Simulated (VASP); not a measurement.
# LiF (Griceite) (Fm-3m) in VASP: further runs

Runs on LiF (Griceite). Level: PBE. Tasks: single point.

All numbers are computed with VASP 6.6.1; they aren't measurements. Logs are shortened: lines on timing, memory, paths and dates and some standing lists are left out, and cuts for length are marked.

## Step 1: The cell of the first run

The structure is cubic, space group Fm-3m (No. 225). Conventional cell: a = 4.028 Å, b = 4.028 Å, c = 4.028 Å, α = 90.00°, β = 90.00°, γ = 90.00°. Li (site symmetry m-3m) has 6 F at 2.01 Å within 2.7 Å. Within 2.7 Å of F (site symmetry m-3m) lie 6 Li at 2.01 Å.

## Step 2: Single point, PBE

The input, INCAR:

```
SYSTEM = LiF
ALGO = Normal
EDIFF = 1E-6
ENCUT = 520
GGA = PE
ISIF = 2
ISMEAR = 0
LASPH = .TRUE.
LCHARG = .FALSE.
LREAL = .FALSE.
LWAVE = .FALSE.
NBANDS = 12
NELM = 60
PREC = Accurate
SIGMA = 0.01
```

The input, KPOINTS:

```
k-points
0
G
  8 8 8
  0 0 0
```

The input, POSCAR:

```
LiF
1.0
    0.0000000000      2.0140000000      2.0140000000
    2.0140000000      0.0000000000      2.0140000000
    2.0140000000      2.0140000000      0.0000000000
Li F
1 1
Direct
    0.0000000000      0.0000000000      0.0000000000
    0.5000000000      0.5000000000      0.5000000000
```

Potentials or basis: VASP PAW PBE potentials, release 64 (Li_sv, F).

Command:

```sh
> cat potpaw_PBE.64/Li_sv/POTCAR potpaw_PBE.64/F/POTCAR > POTCAR
> mpirun -np 1 vasp_std > vasp.out
```

OUTCAR:

```text
SYSTEM = LiF
   EDIFF = 1E-6
   ENCUT = 520
   GGA = PE
   ISIF = 2
   ISMEAR = 0
   LASPH = .TRUE.
   LREAL = .FALSE.
   NELM = 60
   PREC = Accurate

 ion  position               nearest neighbor table
   1  0.000  0.000  0.000-   2 2.01   2 2.01   2 2.01   2 2.01   2 2.01   2 2.01
   2  0.500  0.500  0.500-   1 2.01   1 2.01   1 2.01   1 2.01   1 2.01   1 2.01

  LATTYP: Found a face centered cubic cell.
 ALAT       =     4.0280000000

  Lattice vectors:

 A1 = (   0.0000000000,   2.0140000000,   2.0140000000)
 A2 = (   2.0140000000,   0.0000000000,   2.0140000000)
 A3 = (   2.0140000000,   2.0140000000,   0.0000000000)

Analysis of symmetry for initial positions (statically):
=====================================================================
 Subroutine PRICEL returns:
 Original cell was already a primitive cell.

 Routine SETGRP: Setting up the symmetry group for a
 face centered cubic supercell.

 Subroutine GETGRP returns: Found 48 space group operations
 (whereof 48 operations were pure point group operations)
 out of a pool of 48 trial point group operations.

The static configuration has the point symmetry O_h .

Analysis of symmetry for dynamics (positions and initial velocities):
=====================================================================
 Subroutine PRICEL returns:
 Original cell was already a primitive cell.

 Routine SETGRP: Setting up the symmetry group for a
 face centered cubic supercell.

 Subroutine GETGRP returns: Found 48 space group operations
 (whereof 48 operations were pure point group operations)
 out of a pool of 48 trial point group operations.

The dynamic configuration has the point symmetry O_h .

 Subroutine INISYM returns: Found 48 space group operations
 (whereof 48 operations are pure point group operations),
 and found     1 'primitive' translations

----------------------------------------------------------------------------------------

                                     Primitive cell

  volume of cell :      16.3384

  direct lattice vectors                    reciprocal lattice vectors
     0.000000000  2.014000000  2.014000000    -0.248262165  0.248262165  0.248262165
     2.014000000  0.000000000  2.014000000     0.248262165 -0.248262165  0.248262165
     2.014000000  2.014000000  0.000000000     0.248262165  0.248262165 -0.248262165

  length of vectors
     2.848226115  2.848226115  2.848226115     0.430002683  0.430002683  0.430002683

  position of ions in fractional coordinates (direct lattice)
     0.000000000  0.000000000  0.000000000
     0.500000000  0.500000000  0.500000000

  ion indices of the primitive-cell ions
   primitive index   ion index
                 1           1
                 2           2

----------------------------------------------------------------------------------------

 KPOINTS: k-points

Automatic generation of k-mesh.
 Grid dimensions read from file:
 generate k-points for:    8    8    8

 Generating k-lattice:

  Cartesian coordinates                     Fractional coordinates (reciprocal lattice)
    -0.031032771  0.031032771  0.031032771     0.125000000  0.000000000  0.000000000
     0.031032771 -0.031032771  0.031032771     0.000000000  0.125000000  0.000000000
     0.031032771  0.031032771 -0.031032771     0.000000000  0.000000000  0.125000000

  Length of vectors
     0.053750335  0.053750335  0.053750335

  Shift w.r.t. Gamma in fractional coordinates (k-lattice)
     0.000000000  0.000000000  0.000000000

 Subroutine IBZKPT returns following result:
 ===========================================

 Found     29 irreducible k-points:

 Following reciprocal coordinates:
            Coordinates               Weight
  0.000000  0.000000  0.000000      1.000000
  0.125000  0.000000  0.000000      8.000000
  0.250000  0.000000  0.000000      8.000000
  0.375000  0.000000  0.000000      8.000000
  0.500000  0.000000  0.000000      4.000000
  0.125000  0.125000  0.000000      6.000000
[... 16 lines left out ...]
  0.500000  0.250000  0.125000     48.000000
 -0.375000  0.250000  0.125000     24.000000
 [... further k-points ...]
   k-points           NKPTS =     29   k-points in BZ     NKDIM =     29   number of bands    NBANDS=     12
   number of dos      NEDOS =    301   number of ions     NIONS =      2
   total plane-waves  NPLWV =  13824
   dimension x,y,z NGX =    24 NGY =   24 NGZ =   24
   dimension x,y,z NGXF=    48 NGYF=   48 NGZF=   48
   ions per type =               1   1
   NGX,Y,Z   is equivalent  to a cutoff of  14.01, 14.01, 14.01 a.u.
   NGXF,Y,Z  is equivalent  to a cutoff of  28.02, 28.02, 28.02 a.u.
 SYSTEM =  LiF
   PREC   = accura    normal or accurate (medium, high low for compatibility)
   ISTART =      0    job   : 0-new  1-cont  2-samecut
   ICHARG =      2    charge: 1-file 2-atom 10-const
   ISPIN  =      1    spin polarized calculation?
   LNONCOLLINEAR =      F non collinear calculations
   LSORBIT =      F    spin-orbit coupling
   LASPH  =      T    aspherical Exc in radial PAW
   ENCUT  =  520.0 eV  38.22 Ry    6.18 a.u.   5.30  5.30  5.30*2*pi/ulx,y,z
   NELM   =     60;   NELMIN=  2; NELMDL= -5     # of ELM steps
   EDIFF  = 0.1E-05   stopping-criterion for ELM
   LREAL  =      F    real-space projection
   EDIFFG = 0.1E-04   stopping-criterion for IOM
   NSW    =      0    number of steps for IOM
   IBRION =     -1    ionic relax: 0-MD 1-quasi-New 2-CG
   NFREE  =      0    steps in history (QN), initial steepest desc. (CG)
   ISIF   =      2    stress and relaxation
   ISYM   =      2    0-nonsym 1-usesym 2-fastsym
   POTIM  = 0.5000    time-step for ionic-motion
   TEBEG  =    0.0;   TEEND  =   0.0 temperature during run
   PSTRESS=    0.0 pullay stress
   NELECT =      10.0000    total number of electrons
   NUPDOWN=      -1.0000    fix difference up-down
   EMIN   =  10.00;   EMAX   =-10.00  energy-range for DOS
   EFERMI =   0.00;   METHOD = LEGACY
   ISMEAR =     0;   SIGMA  =   0.01  broadening in eV -4-tet -1-fermi 0-gaus
   EFERMI_NEDOS =   21; number of points for ismear=-14 and -15
   IALGO  =     38    algorithm
   IMIX   =      4    mixing-type and parameters
     AMIX     =   0.40;   BMIX     =  1.00
     AMIX_MAG =   1.60;   BMIX_MAG =  1.00
  volume/ion in A,a.u.               =       8.17        55.13
  Fermi-wavevector in a.u.,A,eV,Ry     =   1.389970  2.626662 26.286674  1.932016
  Thomas-Fermi vector in A             =   2.513950
   LORBIT       =      0    0 simple, 1 ext, 2 COOP (PROOUT), +10 PAW based schemes
   GGA     = PE    functional components
   LHFCALC =     F    Hartree Fock is set to
   AEXX    =    0.0000 exact exchange contribution
   IVDW    =     0    specifies the selected vdW correction
   LEPSILON=     F    determine dielectric tensor
   LRPA    =     F    only Hartree local field effects (RPA)
 non-spin polarized calculation
 Gauss-broadening in eV      SIGMA  =   0.01
  energy-cutoff  :      520.00
  volume of cell :       16.34
 maximum number of plane-waves:       459
 NGX is ok and might be reduce to    24
   NGX = 11   NGY = 11   NGZ = 11

 number of electron      10.0000000 magnetization

 number of electron       9.9999992 magnetization

 Free energy of the ion-electron system (eV)
  ---------------------------------------------------
  ext. energy  EPLUGINS =         0.00000000
  ---------------------------------------------------
  free energy    TOTEN  =        -9.63760144 eV

  energy without entropy =       -9.63760144  energy(sigma->0) =       -9.63760144

 E-fermi :  -0.8480     XC(G=0):  -9.9825

 val. band max:       -1.0185841825   @ k =   0.0000   0.0000   0.0000
 cond. band min:       8.0685663871   @ k =   0.0000   0.0000   0.0000
 fundamental gap:      9.0871505696
 Fermi energy:        -0.8479871176

 k-point     1 :       0.0000    0.0000    0.0000
  band No.  band energies     occupation
      1     -41.9391      2.00000
      2     -20.9935      2.00000
      3      -1.0186      2.00000
      4      -1.0186      2.00000
      5      -1.0186      2.00000
      6       8.0686      0.00000
      7      22.9474      0.00000
      8      22.9474      0.00000
      9      22.9474      0.00000
     10      23.3054      0.00000
     11      23.3054      0.00000
     12      23.3054      0.00000

 k-point     2 :       0.1250    0.0000    0.0000
  band No.  band energies     occupation
      1     -41.9304      2.00000
      2     -20.9329      2.00000
      3      -1.4535      2.00000
      4      -1.0537      2.00000
      5      -1.0537      2.00000
      6       8.5084      0.00000
      7      19.5695      0.00000
      8      21.3134      0.00000
      9      21.3134      0.00000
     10      24.6076      0.00000
     11      24.6585      0.00000
     12      24.6585      0.00000

 k-point     3 :       0.2500    0.0000    0.0000
  band No.  band energies     occupation
      1     -41.9097      2.00000
      2     -20.7832      2.00000
      3      -2.3869      2.00000
      4      -1.1359      2.00000
      5      -1.1359      2.00000
      6       9.3275      0.00000
      7      16.9267      0.00000
      8      19.5316      0.00000
      9      19.5316      0.00000
     10      26.0034      0.00000
     11      26.5076      0.00000
     12      26.5076      0.00000

 k-point     4 :       0.3750    0.0000    0.0000
  band No.  band energies     occupation
      1     -41.8889      2.00000
      2     -20.6256      2.00000
      3      -3.2138      2.00000
      4      -1.2147      2.00000
      5      -1.2147      2.00000
      6       9.7328      0.00000
      7      15.8597      0.00000
      8      18.3059      0.00000
      9      18.3060      0.00000
     10      27.9076      0.00000
     11      28.7303      0.00000
     12      28.7303      0.00000

 k-point     5 :       0.5000    0.0000    0.0000
  band No.  band energies     occupation
      1     -41.8804      2.00000
      2     -20.5580      2.00000
      3      -3.5351      2.00000
      4      -1.2463      2.00000
      5      -1.2463      2.00000
      6       9.7543      0.00000
      7      15.7218      0.00000
      8      17.8767      0.00000
      9      17.8767      0.00000
     10      29.3496      0.00000
     11      30.0106      0.00000
     12      30.0106      0.00000
[... 228 lines left out ...]
      1     -41.8654      2.00000
      2     -20.2934      2.00000
      3      -4.0236      2.00000
      4      -2.0161      2.00000
      5      -2.0161      2.00000
      6      13.7925      0.00000
      7      15.4542      0.00000
      8      16.4326      0.00000
      9      19.2185      0.00000
     10      19.2185      0.00000
     11      32.2334      0.00000
     12      37.1964      0.00000

 k-point    22 :       0.3750    0.2500    0.1250
  band No.  band energies     occupation
      1     -41.8951      2.00000
      2     -20.6474      2.00000
      3      -2.6466      2.00000
      4      -1.7761      2.00000
      5      -1.3088      2.00000
      6      10.4735      0.00000
      7      16.0436      0.00000
      8      18.6186      0.00000
      9      19.1245      0.00000
     10      22.7028      0.00000
     11      30.1173      0.00000
     12      30.1670      0.00000

 k-point    23 :       0.5000    0.2500    0.1250
  band No.  band energies     occupation
      1     -41.8790      2.00000
      2     -20.5029      2.00000
      3      -3.1369      2.00000
      4      -2.1302      2.00000
      5      -1.4309      2.00000
      6      11.2748      0.00000
      7      14.9471      0.00000
      8      18.0561      0.00000
      9      18.4785      0.00000
     10      24.6998      0.00000
     11      29.2945      0.00000
     12      32.0091      0.00000

 k-point    24 :      -0.3750    0.2500    0.1250
  band No.  band energies     occupation
      1     -41.8724      2.00000
      2     -20.4412      2.00000
      3      -3.3459      2.00000
      4      -2.2450      2.00000
      5      -1.4990      2.00000
      6      11.4958      0.00000
      7      14.7227      0.00000
      8      17.9386      0.00000
      9      18.1471      0.00000
     10      26.5898      0.00000
     11      27.6972      0.00000
     12      33.2217      0.00000

 [... further k-points ...]

------------------------ aborting loop because EDIFF is reached ----------------------------------------

  FORCE on cell =-STRESS in cart. coord.  units (eV):
  Direction    XX          YY          ZZ          XY          YZ          ZX
  --------------------------------------------------------------------------------------
  -------------------------------------------------------------------------------------
  Total        0.1687606      0.1687606      0.1687606     -0.0000000     -0.0000000     -0.0000000
  in kB       16.5490549     16.5490549     16.5490549     -0.0000000     -0.0000000     -0.0000000
  external PRESSURE =      16.5490549 kB  Pullay stress =       0.0000000 kB

 VOLUME and BASIS-vectors are now :
 -----------------------------------------------------------------------------
  energy-cutoff  :      520.00
  volume of cell :       16.34
      direct lattice vectors                 reciprocal lattice vectors
     0.000000000  2.014000000  2.014000000    -0.248262165  0.248262165  0.248262165
     2.014000000  0.000000000  2.014000000     0.248262165 -0.248262165  0.248262165
     2.014000000  2.014000000  0.000000000     0.248262165  0.248262165 -0.248262165

 POSITION                                       TOTAL-FORCE (eV/Angst)
 -----------------------------------------------------------------------------------
      0.00000      0.00000      0.00000        -0.000000     -0.000000      0.000000
      2.01400      2.01400      2.01400         0.000000      0.000000     -0.000000
 -----------------------------------------------------------------------------------
    total drift:                               -0.000000     -0.000000      0.000000

  FREE ENERGIE OF THE ION-ELECTRON SYSTEM (eV)
  ---------------------------------------------------
  free  energy   TOTEN  =        -9.6376014372 eV

  energy  without entropy=       -9.6376014372  energy(sigma->0) =       -9.63760144
```

Wall time 15 s (1 thread of AMD EPYC 7R13, shared host); peak memory 0.1 GiB.

Results:

```yaml
Free_energy: -9.6376 eV
Band_gap_on_the_k_mesh: 9.09 eV, direct
```

Levels at points of the mesh, in eV from the valence-band top:
```tsv
k point	band 1	band 2	band 3	band 4	band 5	band 6	band 7	band 8	band 9	band 10
(0.00, 0.00, 0.00)	-40.92	-19.97	0.00	0.00	0.00	9.09	23.97	23.97	23.97	24.32
(0.50, 0.00, 0.00)	-40.86	-19.54	-2.52	-0.23	-0.23	10.77	16.74	18.90	18.90	30.37
(0.50, 0.50, 0.00)	-40.85	-19.27	-3.00	-1.00	-1.00	14.81	16.47	17.45	20.24	20.24
```

Caveat: the cutoff is under 1.25 times the usual one of these potentials, so pressure, stress and relaxed cells hold a basis-set (Pulay) error. A k mesh can miss the band edges.

## Step 3: Single point, PBE

This run uses another cell than the first one, of 8.41 Å³/atom, 1.030 times its volume.

The input, INCAR:

```
SYSTEM = LiF
PREC = Accurate
ENCUT = 520
EDIFF = 1E-7
ISMEAR = 0
SIGMA = 0.01
LREAL = .FALSE.
LASPH = .TRUE.
NELM = 60
ALGO = Normal
ISIF = 2
LWAVE = .FALSE.
LCHARG = .FALSE.
GGA = PE
NBANDS = 12
```

The input, KPOINTS:

```
regular mesh
0
G
  8 8 8
  0 0 0
```

The input, POSCAR:

```
LiF
1.0
    0.0000000000      2.0339418910      2.0339418910
    2.0339418910      0.0000000000      2.0339418910
    2.0339418910      2.0339418910      0.0000000000
Li F
1 1
Direct
    0.0000000000      0.0000000000      0.0000000000
    0.5000000000      0.5000000000      0.5000000000
```

Potentials or basis: VASP PAW PBE potentials, release 64 (Li_sv, F).

Command:

```sh
> cat potpaw_PBE.64/Li_sv/POTCAR potpaw_PBE.64/F/POTCAR > POTCAR
> mpirun -np 1 vasp_std > vasp.out
```

Wall time 15 s (1 thread of AMD EPYC 7R13, shared host); peak memory 0.1 GiB.

It converged, with:

* Free energy: -9.6410 eV
* Band gap on the k mesh: 8.83 eV, direct

Levels at points of the mesh, in eV from the valence-band top:
```
           k point  band 2  band 3  band 4  band 5  band 6  band 7  band 8  band 9
(0.00, 0.00, 0.00)  -19.89    0.00    0.00    0.00    8.83   23.58   23.58   23.58
(0.50, 0.00, 0.00)  -19.48   -2.43   -0.22   -0.22   10.62   16.39   18.66   18.66
(0.50, 0.50, 0.00)  -19.24   -2.88   -0.95   -0.95   14.53   16.33   17.09   19.89
```

Caveat: the cutoff is under 1.25 times the usual one of these potentials, so pressure, stress and relaxed cells hold a basis-set (Pulay) error.

## Step 4: Single point, PBE

This run uses another cell than the first one, of 8.66 Å³/atom, 1.060 times its volume.

The input, INCAR:

```
ALGO     = Normal         # electronic algorithm
EDIFF    = 1E-6           # SCF threshold, eV
ENCUT    = 520            # plane-wave cutoff, eV
GGA      = PE             # functional
ISIF     = 2              # what is computed and relaxed
ISMEAR   = 0              # smearing method
LASPH    = T              # aspherical terms in the spheres
LCHARG   = T              # write CHGCAR
LELF     = T              # ELF
LREAL    = F              # projectors in reciprocal space
LVHAR    = T            
LWAVE    = F              # write WAVECAR
NBANDS   = 12             # bands
NELM     = 100            # most SCF steps
PREC     = Accurate       # precision mode
SIGMA    = 0.01           # smearing width, eV
```

The input, KPOINTS:

```
k-points
0
Gamma
  8 8 8
```

The input, POSCAR:

```
LiF
1.0
    0.0000000000      2.0535002244      2.0535002244
    2.0535002244      0.0000000000      2.0535002244
    2.0535002244      2.0535002244      0.0000000000
Li F
1 1
Direct
    0.0000000000      0.0000000000      0.0000000000
    0.5000000000      0.5000000000      0.5000000000
```

Command:

```sh
> cat potpaw_PBE.64/Li_sv/POTCAR potpaw_PBE.64/F/POTCAR > POTCAR
> mpirun -np 1 vasp_std > vasp.out
```

It took 16 s on 1 thread of AMD EPYC 7R13, shared host; peak memory 0.1 GiB.

It converged, with:

```
Free energy            : -9.6382 eV
Band gap on the k mesh : 8.59 eV, direct
```

Levels at points of the mesh, in eV from the valence-band top:
| k point | band 2 | band 3 | band 4 | band 5 | band 6 | band 7 | band 8 | band 9 |
| --- | --- | --- | --- | --- | --- | --- | --- | --- |
| (0.00, 0.00, 0.00) | -19.82 | 0.00 | 0.00 | 0.00 | 8.59 | 23.20 | 23.20 | 23.20 |
| (0.50, 0.00, 0.00) | -19.43 | -2.35 | -0.21 | -0.21 | 10.47 | 16.06 | 18.43 | 18.43 |
| (0.50, 0.50, 0.00) | -19.20 | -2.76 | -0.92 | -0.92 | 14.27 | 16.19 | 16.76 | 19.56 |

Caveat: the cutoff is under 1.25 times the usual one of these potentials, so pressure, stress and relaxed cells hold a basis-set (Pulay) error.

## Step 5: Overview

```csv
cell,gap on the mesh (eV)
"a = 2.848 Å, angles 60.0°, 2 atoms",9.09
"a = 2.876 Å, angles 60.0°, 2 atoms",8.83
"a = 2.904 Å, angles 60.0°, 2 atoms",8.59
```

Alike in all rows: task single point; level PBE; potentials or basis VASP PAW PBE potentials, release 64 (Li_sv, F); no spin polarisation; k mesh 8 × 8 × 8; cutoff (eV) 520; smearing gaussian 0.01 eV.

Caveats: the cutoff is under 1.25 times the usual one of these potentials, so pressure, stress and relaxed cells hold a basis-set (Pulay) error.

Absolute energies hang on the potentials; compare differences alone.
